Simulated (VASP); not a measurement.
# AlRu in VASP: single point with r2SCAN

Aim: the single point of AlRu with r2SCAN.

Everything below comes from runs of VASP 6.6.1. Logs are shortened: lines on timing, memory, paths and dates and some standing lists are left out, and cuts for length are marked.

## Step 1: The cell of the first run

The cell holds a slab with vacuum, 8 atoms: a = 2.983 Å, b = 2.983 Å, c = 25.439 Å, α = 90.00°, β = 90.00°, γ = 90.00°.

## Step 2: Single point, r2SCAN

The input, POSCAR:

```
AlRu
1.0
    2.9826244060      0.0000000000      0.0000000000
    0.0000000000      2.9826244060      0.0000000000
    0.0000000000      0.0000000000     25.4391854209
Ru Al
4 4
Direct
    0.5000000000      0.5000000000      0.2998037983
    0.5000000000      0.5000000000      0.4122417251
    0.5000000000      0.5000000000      0.5290642936
    0.5000000000      0.5000000000      0.6487026299
    0.0000000000      0.0000000000      0.3549730373
    0.0000000000      0.0000000000      0.4716198800
    0.0000000000      0.0000000000      0.5868565391
    0.0000000000      0.0000000000      0.6967380967
```

The input, INCAR.step1:

```
SYSTEM = AlRu
PREC = Accurate ; ENCUT = 520
ISMEAR = 0 ; SIGMA = 0.1
LREAL = .False. ; LASPH = .True.
NELM = 100 ; LDIPOL = .True.
IDIPOL = 3 ; DIPOL = 0.5 0.5 0.500
NBANDS = 44 ; GGA = PE
ALGO = Normal ; EDIFF = 1E-4
LWAVE = .True. ; LCHARG = .False.
```

The input, INCAR.step2:

```
SYSTEM = AlRu
PREC = Accurate ; ENCUT = 520
EDIFF = 1E-6 ; ISMEAR = 0
SIGMA = 0.1 ; LREAL = .False.
LASPH = .True. ; NELM = 100
ALGO = Normal ; ISIF = 2
LWAVE = .False. ; LCHARG = .True.
LDIPOL = .True. ; IDIPOL = 3
DIPOL = 0.5 0.5 0.500 ; METAGGA = R2SCAN
LMIXTAU = .True. ; LELF = .True.
LVHAR = .True. ; LVACPOTAV = .True.
NBANDS = 44 ; ISTART = 1
```

The input, KPOINTS:

```
regular mesh
0
Gamma
  12 12 1
  0 0 0
```

Potentials or basis: VASP PAW PBE potentials, release 64 (Ru_pv, Al).

On the command line:

```console
$ cat potpaw_PBE.64/Ru_pv/POTCAR potpaw_PBE.64/Al/POTCAR > POTCAR
$ cp INCAR.step1 INCAR
$ mpirun -np 1 vasp_std > vasp.out
$ cp INCAR.step2 INCAR
$ mpirun -np 1 vasp_std > vasp.out
```

OUTCAR:

```text
SYSTEM = AlRu
   PREC = Accurate
   ENCUT = 520
   EDIFF = 1E-6
   ISMEAR = 0
   LREAL = .False.
   LASPH = .True.
   NELM = 100
   ISIF = 2
   METAGGA = R2SCAN
   ISTART = 1

 ion  position               nearest neighbor table
   1  0.500  0.500  0.300-   5 2.53   5 2.53   5 2.53   5 2.53   2 2.86
   2  0.500  0.500  0.412-   5 2.56   5 2.56   5 2.56   5 2.56   6 2.59   6 2.59   6 2.59   6 2.59
                             1 2.86   3 2.97
   3  0.500  0.500  0.529-   6 2.57   6 2.57   6 2.57   6 2.57   7 2.57   7 2.57   7 2.57   7 2.57
                             2 2.97   4 3.04
   4  0.500  0.500  0.649-   8 2.44   8 2.44   8 2.44   8 2.44   7 2.63   7 2.63   7 2.63   7 2.63
                             3 3.04
   5  0.000  0.000  0.355-   1 2.53   1 2.53   1 2.53   1 2.53   2 2.56   2 2.56   2 2.56   2 2.56
                             6 2.97
   6  0.000  0.000  0.472-   3 2.57   3 2.57   3 2.57   3 2.57   2 2.59   2 2.59   2 2.59   2 2.59
                             7 2.93   5 2.97
   7  0.000  0.000  0.587-   3 2.57   3 2.57   3 2.57   3 2.57   4 2.63   4 2.63   4 2.63   4 2.63
                             8 2.80   6 2.93
   8  0.000  0.000  0.697-   4 2.44   4 2.44   4 2.44   4 2.44   7 2.80

  LATTYP: Found a simple tetragonal cell.
 ALAT       =     2.9826244060
 C/A-ratio  =     8.5291280289

  Lattice vectors:

 A1 = (   2.9826244060,   0.0000000000,   0.0000000000)
 A2 = (   0.0000000000,   2.9826244060,   0.0000000000)
 A3 = (   0.0000000000,   0.0000000000,  25.4391854209)

Analysis of symmetry for initial positions (statically):
=====================================================================
 Subroutine PRICEL returns:
 Original cell was already a primitive cell.

 Routine SETGRP: Setting up the symmetry group for a
 simple tetragonal supercell.

 Subroutine GETGRP returns: Found  8 space group operations
 (whereof  8 operations were pure point group operations)
 out of a pool of 16 trial point group operations.

The static configuration has the point symmetry C_4v.

Analysis of symmetry for dynamics (positions and initial velocities):
=====================================================================
 Subroutine PRICEL returns:
 Original cell was already a primitive cell.

 Routine SETGRP: Setting up the symmetry group for a
 simple tetragonal supercell.

 Subroutine GETGRP returns: Found  8 space group operations
 (whereof  8 operations were pure point group operations)
 out of a pool of 16 trial point group operations.

The dynamic configuration has the point symmetry C_4v.

 Subroutine INISYM returns: Found  8 space group operations
 (whereof  8 operations are pure point group operations),
 and found     1 'primitive' translations

----------------------------------------------------------------------------------------

                                     Primitive cell

  volume of cell :     226.3082

  direct lattice vectors                    reciprocal lattice vectors
     2.982624406  0.000000000  0.000000000     0.335275202  0.000000000  0.000000000
     0.000000000  2.982624406  0.000000000     0.000000000  0.335275202  0.000000000
     0.000000000  0.000000000 25.439185421     0.000000000  0.000000000  0.039309435

  length of vectors
     2.982624406  2.982624406 25.439185421     0.335275202  0.335275202  0.039309435

  position of ions in fractional coordinates (direct lattice)
     0.500000000  0.500000000  0.299803798
     0.500000000  0.500000000  0.412241725
     0.500000000  0.500000000  0.529064294
     0.500000000  0.500000000  0.648702630
     0.000000000  0.000000000  0.354973037
     0.000000000  0.000000000  0.471619880
     0.000000000  0.000000000  0.586856539
     0.000000000  0.000000000  0.696738097

  ion indices of the primitive-cell ions
   primitive index   ion index
                 1           1
                 2           2
                 3           3
                 4           4
                 5           5
                 6           6
                 7           7
                 8           8

----------------------------------------------------------------------------------------

 KPOINTS: regular mesh

Automatic generation of k-mesh.
 Grid dimensions read from file:
 generate k-points for:   12   12    1

 Generating k-lattice:

  Cartesian coordinates                     Fractional coordinates (reciprocal lattice)
     0.027939600  0.000000000  0.000000000     0.083333333  0.000000000  0.000000000
     0.000000000  0.027939600  0.000000000     0.000000000  0.083333333  0.000000000
     0.000000000  0.000000000  0.039309435     0.000000000  0.000000000  1.000000000

  Length of vectors
     0.027939600  0.027939600  0.039309435

  Shift w.r.t. Gamma in fractional coordinates (k-lattice)
     0.000000000  0.000000000  0.000000000

 Subroutine IBZKPT returns following result:
 ===========================================

 Found     28 irreducible k-points:

 Following reciprocal coordinates:
            Coordinates               Weight
  0.000000  0.000000  0.000000      1.000000
  0.083333  0.000000  0.000000      4.000000
  0.166667  0.000000  0.000000      4.000000
  0.250000  0.000000  0.000000      4.000000
  0.333333  0.000000  0.000000      4.000000
  0.416667  0.000000  0.000000      4.000000
[... 16 lines left out ...]
  0.333333  0.333333  0.000000      4.000000
  0.416667  0.333333  0.000000      8.000000
 [... further k-points ...]
   k-points           NKPTS =     28   k-points in BZ     NKDIM =     28   number of bands    NBANDS=     44
   number of dos      NEDOS =    301   number of ions     NIONS =      8
   total plane-waves  NPLWV = 110592
   dimension x,y,z NGX =    24 NGY =   24 NGZ =  192
   dimension x,y,z NGXF=    48 NGYF=   48 NGZF=  384
   ions per type =               4   4
   NGX,Y,Z   is equivalent  to a cutoff of  13.38, 13.38, 12.55 a.u.
   NGXF,Y,Z  is equivalent  to a cutoff of  26.75, 26.75, 25.09 a.u.
 SYSTEM =  AlRu
   PREC   = accura    normal or accurate (medium, high low for compatibility)
   ISTART =      1    job   : 0-new  1-cont  2-samecut
   ICHARG =      0    charge: 1-file 2-atom 10-const
   ISPIN  =      1    spin polarized calculation?
   LNONCOLLINEAR =      F non collinear calculations
   LSORBIT =      F    spin-orbit coupling
   LASPH  =      T    aspherical Exc in radial PAW
   ENCUT  =  520.0 eV  38.22 Ry    6.18 a.u.   5.55  5.55 47.30*2*pi/ulx,y,z
   NELM   =    100;   NELMIN=  2; NELMDL=  0     # of ELM steps
   EDIFF  = 0.1E-05   stopping-criterion for ELM
   LREAL  =      F    real-space projection
   EDIFFG = 0.1E-04   stopping-criterion for IOM
   NSW    =      0    number of steps for IOM
   IBRION =     -1    ionic relax: 0-MD 1-quasi-New 2-CG
   NFREE  =      0    steps in history (QN), initial steepest desc. (CG)
   ISIF   =      2    stress and relaxation
   ISYM   =      2    0-nonsym 1-usesym 2-fastsym
   POTIM  = 0.5000    time-step for ionic-motion
   TEBEG  =    0.0;   TEEND  =   0.0 temperature during run
   PSTRESS=    0.0 pullay stress
   NELECT =      68.0000    total number of electrons
   NUPDOWN=      -1.0000    fix difference up-down
   EMIN   =  10.00;   EMAX   =-10.00  energy-range for DOS
   EFERMI =   0.00;   METHOD = LEGACY
   ISMEAR =     0;   SIGMA  =   0.10  broadening in eV -4-tet -1-fermi 0-gaus
   EFERMI_NEDOS =   21; number of points for ismear=-14 and -15
   IALGO  =     38    algorithm
   IMIX   =      4    mixing-type and parameters
     AMIX     =   0.40;   BMIX     =  1.00
     AMIX_MAG =   1.60;   BMIX_MAG =  1.00
  volume/ion in A,a.u.               =      28.29       190.90
  Fermi-wavevector in a.u.,A,eV,Ry     =   1.096506  2.072096 16.358631  1.202325
  Thomas-Fermi vector in A             =   2.232849
   LORBIT       =      0    0 simple, 1 ext, 2 COOP (PROOUT), +10 PAW based schemes
   METAGGA = R2SCAN    functional components
   LHFCALC =     F    Hartree Fock is set to
   AEXX    =    0.0000 exact exchange contribution
   IVDW    =     0    specifies the selected vdW correction
   LEPSILON=     F    determine dielectric tensor
   LRPA    =     F    only Hartree local field effects (RPA)
 non-spin polarized calculation
 Gauss-broadening in eV      SIGMA  =   0.10
  energy-cutoff  :      520.00
  volume of cell :      226.31
 maximum number of plane-waves:      6143
 NGX is ok and might be reduce to    24
   NGX = 11   NGY = 11   NGZ = 95

 dipolmoment           0.000000      0.000000      0.024045 electrons x Angstroem

 number of electron      67.9999990 magnetization

 dipolmoment           0.000000      0.000000     -0.050405 electrons x Angstroem

 Free energy of the ion-electron system (eV)
  ---------------------------------------------------
  ext. energy  EPLUGINS =         0.00000000
  ---------------------------------------------------
  free energy    TOTEN  =      -131.32090583 eV

  energy without entropy =     -131.29068148  energy(sigma->0) =     -131.30579366

 E-fermi :   3.2036     XC(G=0):  -7.1218

 val. band max:        3.1839500062   @ k =   0.0833   0.0833   0.0000
 cond. band min:       3.2058828759   @ k =   0.0833   0.0833   0.0000
 fundamental gap:      0.0219328696
 Fermi energy:         3.2036316896

 k-point     1 :       0.0000    0.0000    0.0000
  band No.  band energies     occupation
      1     -40.2414      2.00000
      2     -40.1199      2.00000
      3     -40.0392      2.00000
      4     -40.0392      2.00000
      5     -40.0044      2.00000
      6     -39.9769      2.00000
[... 36 lines left out ...]
     43       8.1517      0.00000
     44       9.3430      0.00000

 k-point     2 :       0.0833    0.0000    0.0000
  band No.  band energies     occupation
      1     -40.2395      2.00000
      2     -40.1180      2.00000
      3     -40.0557      2.00000
      4     -40.0377      2.00000
      5     -40.0030      2.00000
      6     -39.9928      2.00000
[... 36 lines left out ...]
     43       8.2753      0.00000
     44       9.1205      0.00000

 k-point     3 :       0.1667    0.0000    0.0000
  band No.  band energies     occupation
      1     -40.2342      2.00000
      2     -40.1129      2.00000
      3     -40.1007      2.00000
      4     -40.0365      2.00000
      5     -40.0337      2.00000
      6     -39.9988      2.00000
[... 36 lines left out ...]
     43       8.1895      0.00000
     44       8.5846      0.00000

 k-point     4 :       0.2500    0.0000    0.0000
  band No.  band energies     occupation
      1     -40.2270      2.00000
      2     -40.1619      2.00000
      3     -40.1057      2.00000
      4     -40.0954      2.00000
      5     -40.0283      2.00000
      6     -39.9936      2.00000
[... 882 lines left out ...]
     43       9.0450      0.00000
     44       9.1759      0.00000

 k-point    23 :       0.3333    0.3333    0.0000
  band No.  band energies     occupation
      1     -40.2028      2.00000
      2     -40.2000      2.00000
      3     -40.1987      2.00000
      4     -40.1352      2.00000
      5     -40.1314      2.00000
      6     -40.0792      2.00000
[... 36 lines left out ...]
     43       8.6053      0.00000
     44       9.0984      0.00000

 k-point    24 :       0.4167    0.3333    0.0000
  band No.  band energies     occupation
      1     -40.2435      2.00000
      2     -40.1954      2.00000
      3     -40.1952      2.00000
      4     -40.1747      2.00000
      5     -40.1282      2.00000
      6     -40.0745      2.00000
[... 36 lines left out ...]
     43       8.9161      0.00000
     44       9.0719      0.00000

 [... further k-points ...]

------------------------ aborting loop because EDIFF is reached ----------------------------------------

  FORCE on cell =-STRESS in cart. coord.  units (eV):
  Direction    XX          YY          ZZ          XY          YZ          ZX
  --------------------------------------------------------------------------------------
  -------------------------------------------------------------------------------------
  Total       -0.3603746     -0.3603746      0.1580937      0.0000000      0.0000000      0.0000000
  in kB       -2.5513171     -2.5513171      1.1192440      0.0000000      0.0000000      0.0000000
  external PRESSURE =      -1.3277968 kB  Pullay stress =       0.0000000 kB

 VOLUME and BASIS-vectors are now :
 -----------------------------------------------------------------------------
  energy-cutoff  :      520.00
  volume of cell :      226.31
      direct lattice vectors                 reciprocal lattice vectors
     2.982624406  0.000000000  0.000000000     0.335275202  0.000000000  0.000000000
     0.000000000  2.982624406  0.000000000     0.000000000  0.335275202  0.000000000
     0.000000000  0.000000000 25.439185421     0.000000000  0.000000000  0.039309435

 POSITION                                       TOTAL-FORCE (eV/Angst)
 -----------------------------------------------------------------------------------
      1.49131      1.49131      7.62676         0.000000      0.000000     -0.026976
      1.49131      1.49131     10.48709         0.000000     -0.000000      0.014352
      1.49131      1.49131     13.45896         0.000000     -0.000000     -0.016095
      1.49131      1.49131     16.50247        -0.000000     -0.000000     -0.002930
      0.00000      0.00000      9.03022         0.000000     -0.000000      0.005200
      0.00000      0.00000     11.99763         0.000000     -0.000000     -0.005978
      0.00000      0.00000     14.92915         0.000000     -0.000000      0.013157
      0.00000      0.00000     17.72445         0.000000     -0.000000      0.019271
 -----------------------------------------------------------------------------------
    total drift:                                0.000000     -0.000000     -0.000954

  FREE ENERGIE OF THE ION-ELECTRON SYSTEM (eV)
  ---------------------------------------------------
  free  energy   TOTEN  =      -131.3209058348 eV

  energy  without entropy=     -131.2906814762  energy(sigma->0) =     -131.30579366

 vacuum level on the upper side and lower side of the slab         6.344         7.370
```

Wall time 42 min (1 thread of Intel Xeon 6975P-C (Granite Rapids), shared host); peak memory 0.5 GiB.

Results:

```yaml
Free_energy: -131.3209 eV
Largest_force: 0.027 eV/Å
Band_gap_on_the_k_mesh: zero (bands 34 and 35 overlap by 2.30 eV)
```

Forces in eV/Å, atoms in the order of the input:
```
Ru   0.000  0.000 -0.027
Ru   0.000  0.000  0.014
Ru   0.000  0.000 -0.016
Ru   0.000  0.000 -0.003
Al   0.000  0.000  0.005
Al   0.000  0.000 -0.006
Al   0.000  0.000  0.013
Al   0.000  0.000  0.019
```

Levels at points of the mesh, in eV from the Fermi level:
```tsv
k point	band 32	band 33	band 34	band 35	band 36	band 37
(0.00, 0.00, 0.00)	0.04	0.09	0.09	0.14	0.32	0.58
(0.50, 0.00, 0.00)	-0.93	-0.88	-0.23	-0.15	0.34	1.02
(0.50, 0.50, 0.00)	1.22	1.57	1.68	1.81	1.82	2.37
```

Caveat: the PAW data sets were made with another functional, which shifts forces and pressure a little.

The gap in the log of VASP goes by the Fermi energy; the results here count the filled bands.